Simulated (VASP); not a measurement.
# ZrC (Fm-3m) in VASP: further runs

ZrC is run at these levels: PBEsol; tasks: single point.

Program: VASP 6.6.1. These are calculated values, not measurements. Logs are shortened: lines on timing, memory, paths and dates and some standing lists are left out, and cuts for length are marked.

### 1 The cell of the first run

Symmetry: Fm-3m, No. 225, cubic system. Conventional cell: a = 4.663 Å, b = 4.663 Å, c = 4.663 Å, α = 90.00°, β = 90.00°, γ = 90.00°. Zr (site symmetry m-3m) has 6 C at 2.33 Å within 3.1 Å. C (site symmetry m-3m) has 6 Zr at 2.33 Å within 3.1 Å.

### 2 Single point, PBEsol

INCAR

```
PREC     = Accurate       # precision mode
ENCUT    = 520            # plane-wave cutoff, eV
EDIFF    = 1E-6           # SCF threshold, eV
ISMEAR   = -1             # smearing method
SIGMA    = 0.1            # smearing width, eV
LREAL    = F              # projectors in reciprocal space
LASPH    = T              # aspherical terms in the spheres
NELM     = 100            # most SCF steps
ALGO     = Normal         # electronic algorithm
ISIF     = 2              # what is computed and relaxed
LWAVE    = F              # write WAVECAR
LCHARG   = F              # write CHGCAR
GGA      = PS             # functional
NBANDS   = 15             # bands
```

KPOINTS

```
Automatic mesh
0
Gamma
  18 18 18
```

POSCAR

```
ZrC
1.0
    0.0000000000      2.3313238619      2.3313238619
    2.3313238619      0.0000000000      2.3313238619
    2.3313238619      2.3313238619      0.0000000000
Zr C
1 1
Direct
    0.5000000000      0.5000000000      0.5000000000
    0.0000000000      0.0000000000      0.0000000000
```

Potentials or basis: VASP PAW PBE potentials, release 64 (Zr_sv, C).

On the command line:

```sh
> cat potpaw_PBE.64/Zr_sv/POTCAR potpaw_PBE.64/C/POTCAR > POTCAR
> mpirun -np 1 vasp_std > vasp.out
```

OUTCAR:

```text
PREC = Accurate
   ENCUT = 520
   EDIFF = 1E-6
   ISMEAR = -1
   LREAL = F
   LASPH = T
   NELM = 100
   ISIF = 2
   GGA = PS

 ion  position               nearest neighbor table
   1  0.500  0.500  0.500-   2 2.33   2 2.33   2 2.33   2 2.33   2 2.33   2 2.33
   2  0.000  0.000  0.000-   1 2.33   1 2.33   1 2.33   1 2.33   1 2.33   1 2.33

  LATTYP: Found a face centered cubic cell.
 ALAT       =     4.6626477238

  Lattice vectors:

 A1 = (   0.0000000000,   2.3313238619,   2.3313238619)
 A2 = (   2.3313238619,   0.0000000000,   2.3313238619)
 A3 = (   2.3313238619,   2.3313238619,   0.0000000000)

Analysis of symmetry for initial positions (statically):
=====================================================================
 Subroutine PRICEL returns:
 Original cell was already a primitive cell.

 Routine SETGRP: Setting up the symmetry group for a
 face centered cubic supercell.

 Subroutine GETGRP returns: Found 48 space group operations
 (whereof 48 operations were pure point group operations)
 out of a pool of 48 trial point group operations.

The static configuration has the point symmetry O_h .

Analysis of symmetry for dynamics (positions and initial velocities):
=====================================================================
 Subroutine PRICEL returns:
 Original cell was already a primitive cell.

 Routine SETGRP: Setting up the symmetry group for a
 face centered cubic supercell.

 Subroutine GETGRP returns: Found 48 space group operations
 (whereof 48 operations were pure point group operations)
 out of a pool of 48 trial point group operations.

The dynamic configuration has the point symmetry O_h .

 Subroutine INISYM returns: Found 48 space group operations
 (whereof 48 operations are pure point group operations),
 and found     1 'primitive' translations

----------------------------------------------------------------------------------------

                                     Primitive cell

  volume of cell :      25.3418

  direct lattice vectors                    reciprocal lattice vectors
     0.000000000  2.331323862  2.331323862    -0.214470417  0.214470417  0.214470417
     2.331323862  0.000000000  2.331323862     0.214470417 -0.214470417  0.214470417
     2.331323862  2.331323862  0.000000000     0.214470417  0.214470417 -0.214470417

  length of vectors
     3.296989824  3.296989824  3.296989824     0.371473658  0.371473658  0.371473658

  position of ions in fractional coordinates (direct lattice)
     0.500000000  0.500000000  0.500000000
     0.000000000  0.000000000  0.000000000

[... 81 lines left out ...]
   NFREE  =      0    steps in history (QN), initial steepest desc. (CG)
   ISIF   =      2    stress and relaxation
   ISYM   =      2    0-nonsym 1-usesym 2-fastsym
   POTIM  = 0.5000    time-step for ionic-motion
   TEBEG  =    0.0;   TEEND  =   0.0 temperature during run
   PSTRESS=    0.0 pullay stress
   NELECT =      16.0000    total number of electrons
   NUPDOWN=      -1.0000    fix difference up-down
   EMIN   =  10.00;   EMAX   =-10.00  energy-range for DOS
   EFERMI =   0.00;   METHOD = LEGACY
   ISMEAR =    -1;   SIGMA  =   0.10  broadening in eV -4-tet -1-fermi 0-gaus
   EFERMI_NEDOS =   21; number of points for ismear=-14 and -15
   IALGO  =     38    algorithm
   IMIX   =      4    mixing-type and parameters
     AMIX     =   0.40;   BMIX     =  1.00
     AMIX_MAG =   1.60;   BMIX_MAG =  1.00
  volume/ion in A,a.u.               =      12.67        85.51
  Fermi-wavevector in a.u.,A,eV,Ry     =   1.404437  2.654001 26.836715  1.972443
  Thomas-Fermi vector in A             =   2.526999
   LORBIT       =      0    0 simple, 1 ext, 2 COOP (PROOUT), +10 PAW based schemes
   GGA     = PS    functional components
   LHFCALC =     F    Hartree Fock is set to
   AEXX    =    0.0000 exact exchange contribution
   IVDW    =     0    specifies the selected vdW correction
   LEPSILON=     F    determine dielectric tensor
   LRPA    =     F    only Hartree local field effects (RPA)
 non-spin polarized calculation
  energy-cutoff  :      520.00
  volume of cell :       25.34
 maximum number of plane-waves:       701
 NGX is ok and might be reduce to    28
   NGX = 13   NGY = 13   NGZ = 13

 number of electron      16.0000000 magnetization

 Free energy of the ion-electron system (eV)
  ---------------------------------------------------
  ext. energy  EPLUGINS =         0.00000000
  ---------------------------------------------------
  free energy    TOTEN  =       -20.57731504 eV

  energy without entropy =      -20.56686439  energy(sigma->0) =      -20.57208971

 E-fermi :   9.7780     XC(G=0): -12.3997

 val. band max:        9.7457750849   @ k =  -0.0556   0.0556   0.0000
 cond. band min:       9.7808390474   @ k =   0.1111   0.1111   0.0000
 fundamental gap:      0.0350639625
 Fermi energy:         9.7780210269

 k-point     1 :       0.0000    0.0000    0.0000
  band No.  band energies     occupation
      1     -38.1080      2.00000
      2     -15.8321      2.00000
      3     -15.8321      2.00000
      4     -15.8321      2.00000
      5      -1.5926      2.00000
      6      10.7307      0.00015
      7      10.7307      0.00015
      8      10.7307      0.00015
      9      10.8377      0.00005
     10      10.8377      0.00005
     11      10.8377      0.00005
     12      12.6487      0.00000
     13      12.6487      0.00000
     14      17.3456      0.00000
[... 401 lines left out ...]
      2     -16.3005      2.00000
      3     -15.9068      2.00000
      4     -15.8607      2.00000
      5      -0.3169      2.00000
      6       7.0318      2.00000
      7       7.8716      2.00000
      8       8.1942      2.00000
      9      11.9967      0.00000
     10      12.3489      0.00000
     11      12.9842      0.00000
     12      15.8855      0.00000
     13      17.1848      0.00000
     14      19.1562      0.00000
     15      23.0142      0.00000

 [... further k-points ...]
[... 5 lines left out ...]
  --------------------------------------------------------------------------------------
  -------------------------------------------------------------------------------------
  Total        0.2174248      0.2174248      0.2174248     -0.0000000     -0.0000000      0.0000000
  in kB       13.7461718     13.7461718     13.7461718     -0.0000000     -0.0000000      0.0000000
  external PRESSURE =      13.7461718 kB  Pullay stress =       0.0000000 kB

 VOLUME and BASIS-vectors are now :
 -----------------------------------------------------------------------------
  energy-cutoff  :      520.00
  volume of cell :       25.34
      direct lattice vectors                 reciprocal lattice vectors
     0.000000000  2.331323862  2.331323862    -0.214470417  0.214470417  0.214470417
     2.331323862  0.000000000  2.331323862     0.214470417 -0.214470417  0.214470417
     2.331323862  2.331323862  0.000000000     0.214470417  0.214470417 -0.214470417

 POSITION                                       TOTAL-FORCE (eV/Angst)
 -----------------------------------------------------------------------------------
      2.33132      2.33132      2.33132         0.000000     -0.000000      0.000000
      0.00000      0.00000      0.00000        -0.000000      0.000000     -0.000000
 -----------------------------------------------------------------------------------
    total drift:                                0.000000      0.000000      0.000000

  FREE ENERGIE OF THE ION-ELECTRON SYSTEM (eV)
  ---------------------------------------------------
  free  energy   TOTEN  =       -20.5773150362 eV

  energy  without entropy=      -20.5668643852  energy(sigma->0) =      -20.57208971
```

OSZICAR:

```text
N       E                     dE             d eps       ncg     rms          rms(c)
DAV:   1     0.974312478546E+02    0.97431E+02   -0.85708E+03  5866   0.108E+03
DAV:   2    -0.177402079002E+02   -0.11517E+03   -0.10786E+03  7516   0.285E+02
DAV:   3    -0.236625394594E+02   -0.59223E+01   -0.58857E+01  9579   0.547E+01
DAV:   4    -0.237745596006E+02   -0.11202E+00   -0.11193E+00  7224   0.549E+00
DAV:   5    -0.237759712705E+02   -0.14117E-02   -0.14116E-02  7625   0.507E-01    0.219E+01
DAV:   6    -0.206926951030E+02    0.30833E+01   -0.55702E+00  6982   0.218E+01    0.807E+00
DAV:   7    -0.205996587327E+02    0.93036E-01   -0.52496E-01  6779   0.548E+00    0.672E+00
DAV:   8    -0.206042465370E+02   -0.45878E-02   -0.27645E-01  7202   0.392E+00    0.437E+00
DAV:   9    -0.205777675870E+02    0.26479E-01   -0.46641E-02  6473   0.149E+00    0.632E-01
DAV:  10    -0.205773430661E+02    0.42452E-03   -0.42610E-03  7607   0.570E-01    0.156E-01
DAV:  11    -0.205773205669E+02    0.22499E-04   -0.20907E-04  6585   0.142E-01    0.468E-02
DAV:  12    -0.205773155177E+02    0.50492E-05   -0.45042E-06  7448   0.179E-02    0.752E-03
DAV:  13    -0.205773150362E+02    0.48144E-06   -0.92229E-07  5215   0.652E-03
   1 F= -.20577315E+02 E0= -.20572090E+02  d E =-.104507E-01
```

stdout:

```text
POSCAR found type information on POSCAR ZrC
 POSCAR found :  2 types and       2 ions
 scaLAPACK will be used
 -----------------------------------------------------------------------------
|                                                                             |
|                                                                             |
|     You enforced a specific xc type in the INCAR file but a different       |
|     I HOPE YOU KNOW WHAT YOU ARE DOING!                                     |
|                                                                             |
 -----------------------------------------------------------------------------

 LDA part: xc-table for (Slater+PW92), standard interpolation
 POSCAR, INCAR and KPOINTS ok, starting setup
 FFT: planning ... GRIDC
 FFT: planning ... GRID_SOFT
 FFT: planning ... GRID
 WAVECAR not read
 entering main loop
```

Run time: 73 s. Hardware: 1 thread of Intel Xeon Platinum 8259CL at 2.50GHz (Skylake/Cascade Lake), shared host; peak memory 0.21 GiB.

What came out:

- Free energy: -20.5773 eV
- Pressure: 1.4 GPa
- Band gap on the k mesh: zero (band 8 reaches 10.73 eV, above the bottom of band 9 at 9.40 eV)

Levels at points of the mesh, in eV from the Fermi level:
```tsv
k point	band 5	band 6	band 7	band 8	band 9	band 10	band 11	band 12
(0.00, 0.00, 0.00)	-11.37	0.95	0.95	0.95	1.06	1.06	1.06	2.87
(0.50, 0.00, 0.00)	-8.12	-5.44	-3.03	-3.03	4.63	4.63	5.48	6.58
(0.50, 0.50, 0.00)	-10.21	-2.03	-1.90	0.09	0.09	4.59	5.85	5.85
```

Caveat: the PAW data sets were made with another functional, which shifts forces and pressure a little.

### 3 Single point, PBEsol

This run uses another cell than the first one, of 12.62 Å³/atom, 0.996 times its volume.

INCAR

```
SYSTEM = ZrC
PREC = Accurate
ENCUT = 520
EDIFF = 1E-6
ISMEAR = -1
SIGMA = 0.1
LREAL = .FALSE.
LASPH = .TRUE.
NELM = 100
ALGO = Normal
ISIF = 2
LWAVE = .FALSE.
LCHARG = .FALSE.
GGA = PS
NBANDS = 15
```

KPOINTS

```
Automatic mesh
0
G
  18 18 18
  0 0 0
```

POSCAR

```
ZrC
1.0
    0.0000000000      2.3281925723      2.3281925723
    2.3281925723      0.0000000000      2.3281925723
    2.3281925723      2.3281925723      0.0000000000
Zr C
1 1
Direct
    0.5000000000      0.5000000000      0.5000000000
    0.0000000000      0.0000000000      0.0000000000
```

Potentials or basis: VASP PAW PBE potentials, release 64 (Zr_sv, C).

On the command line:

```sh
> cat potpaw_PBE.64/Zr_sv/POTCAR potpaw_PBE.64/C/POTCAR > POTCAR
> mpirun -np 1 vasp_std > vasp.out
```

It took 36 s on 1 thread of Intel Xeon Platinum 8259CL at 2.50GHz (Skylake/Cascade Lake), shared host; peak memory 0.19 GiB.

It converged, with:

- Free energy: -20.5761 eV
- Pressure: 2.4 GPa
- Band gap on the k mesh: zero (band 8 reaches 10.78 eV, above the bottom of band 9 at 9.45 eV)

Levels at points of the mesh, in eV from the Fermi level:
```csv
k point,band 5,band 6,band 7,band 8,band 9,band 10,band 11,band 12
"(0.00, 0.00, 0.00)",-11.38,0.95,0.95,0.95,1.06,1.06,1.06,2.88
"(0.50, 0.00, 0.00)",-8.12,-5.45,-3.04,-3.04,4.65,4.65,5.51,6.59
"(0.50, 0.50, 0.00)",-10.22,-2.02,-1.91,0.10,0.10,4.61,5.88,5.88
```

Caveat: the PAW data sets were made with another functional, which shifts forces and pressure a little.
